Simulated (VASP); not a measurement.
The system is SiC5.

```xyz
6
Lattice="4.4057 0.0000 0.0000 -2.2028 3.8154 0.0000 0.0000 0.0000 4.1930" Properties=species:S:1:pos:R:3 pbc="T T T"
Si    0.0000    0.0000    2.0965
C     0.0000    2.5436    2.0965
C    -1.4776    2.5594    0.0000
C     2.9553    0.0000    0.0000
C     0.7252    1.2561    0.0000
C     2.2028    1.2718    2.0965
```

The cell was built from a structure type or drawn by symmetry, and may not be a known phase.

| Property | Result |
| --- | --- |
| Program | VASP 6.6.1 |
| Task | relaxation of cell and atoms |
| Functional | PBE |
| Potentials or basis | VASP PAW PBE potentials, release 64 (Si, C) |
| Cutoff | 600 eV |
| k mesh | 6 × 6 × 4 |
| Occupations | gaussian, width 0.1 eV |
| Spin | no spin polarisation |

At the start: pressure -29.0 GPa; volume 11.75 Å³/atom.

Task: How do energy, volume and symmetry change on relaxing?

Result: Over 25 steps the energy falls by 1065.9 meV/atom and the volume is 10.74 Å³/atom (-8.6 %); space group P-62m (No. 189, to 0.1 Å) before and after.

Step by step:
```csv
step,energy change (eV),largest force (eV/Å),pressure (GPa),volume (Å³)
1,0.0000,0.2198,-29.03,70.48
2,-3.0676,0.3237,-15.61,50.92
3,-3.3865,0.3434,-0.55,45.47
4,-3.3872,0.3443,1.08,45.04
5,-3.5221,0.5467,3.68,44.55
6,-3.7273,1.4206,18.12,42.77
7,-1.0820,0.9339,101.63,37.98
8,-3.6763,1.3611,20.20,42.52
9,-3.7333,1.5611,19.96,42.70
10,-3.8862,2.0794,20.04,43.22
11,-4.2300,2.4734,21.64,44.17
12,-4.5110,0.5360,44.14,45.72
13,-4.5433,1.8608,33.02,45.23
14,-4.5613,1.3127,37.77,45.47
15,-4.7552,0.9102,38.84,46.55
16,-4.9700,2.4464,43.93,49.49
17,-5.4382,2.7461,34.42,52.43
18,-6.0882,4.2364,14.22,61.93
19,-6.3688,0.4559,4.41,62.83
20,-6.3778,0.2742,2.37,63.05
21,-6.3778,0.2010,2.57,63.03
22,-6.3830,0.1724,2.12,63.25
23,-6.3931,0.0866,0.84,63.92
24,-6.3892,0.0893,-1.39,65.27
25,-6.3953,0.0160,-0.06,64.43
```

Final structure:
```
Si C
1.0
     3.58791    0.00000    0.00000
    -1.79396    3.10722    0.00000
     0.00000    0.00000    5.77968
Si C
1 5
Direct
  0.00000 0.00000 0.50000
  0.33333 0.66667 0.50000
  0.00000 0.77277 0.00000
  0.77277 0.00000 0.00000
  0.22723 0.22723 0.00000
  0.66667 0.33333 0.50000
```

Caveat: the k points lie up to 0.34 Å⁻¹ apart in the final cell, too coarse for converged energies and pressures of a metal; a cell axis changed by over 15 % at a fixed basis, so the end point is rough.
